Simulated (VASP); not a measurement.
# Os: electric field gradients with PBEsol

Crystal: Os.

```
Os
1.0
     2.77008    0.00000    0.00000
    -1.38504    2.39896    0.00000
     0.00000    0.00000    4.37654
Os
2
Direct
  0.33333 0.66667 0.25000
  0.66667 0.33333 0.75000
```

This cell differs from its parent crystal: volume scaled by 1.04.

```
Program                : VASP 6.6.1
Task                   : electric field gradients
Functional             : PBEsol
Potentials or basis    : VASP PAW PBE potentials, release 64 (Os)
Cutoff                 : 520 eV
k mesh                 : 17 × 17 × 10
Occupations            : fermi-dirac, width 0.08 eV
Spin                   : no spin polarisation
Dipole correction      : no
Further INCAR settings : ALGO = Normal; EDIFF = 1e-08; NBANDS = 15
```

| Item | Value |
| --- | --- |
| Pressure | -17.7 GPa |
| Band gap on the k mesh | zero (band 8 reaches 10.65 eV, above the bottom of band 9 at 6.97 eV) |

Stress tensor (GPa, compression positive):
```
-17.11   0.00   0.00
  0.00 -17.11   0.00
  0.00   0.00 -18.81
```

Levels at points of the mesh, in eV from the Fermi level:
| k point | band 5 | band 6 | band 7 | band 8 | band 9 | band 10 | band 11 | band 12 |
| --- | --- | --- | --- | --- | --- | --- | --- | --- |
| (0.00, 0.00, 0.00) | -2.69 | -2.13 | -2.13 | -1.51 | -1.51 | -0.03 | 1.56 | 1.56 |
| (0.00, 0.00, 0.50) | -3.11 | -3.11 | -3.11 | -3.11 | 0.80 | 0.80 | 0.80 | 0.80 |

Electric field gradients, principal values (V/Å²):
```tsv
atom	least	middle	greatest (by size)
1 Os	37.443	37.443	-74.887
2 Os	37.443	37.443	-74.887
```

Run time: 76 s on 1 thread of Intel(R) Xeon(R) Platinum 8375C CPU @ 2.90GHz (Ice Lake), with other jobs on the host, peak memory 0.21 GiB.

Caveat: without QUAD_EFG the Cq values of the log hold for a quadrupole moment of 1 mb, not for the nuclei; the PAW data sets were made with another functional, which shifts forces and pressure a little; spin-orbit coupling is left out, which moves the levels of the heavy elements.
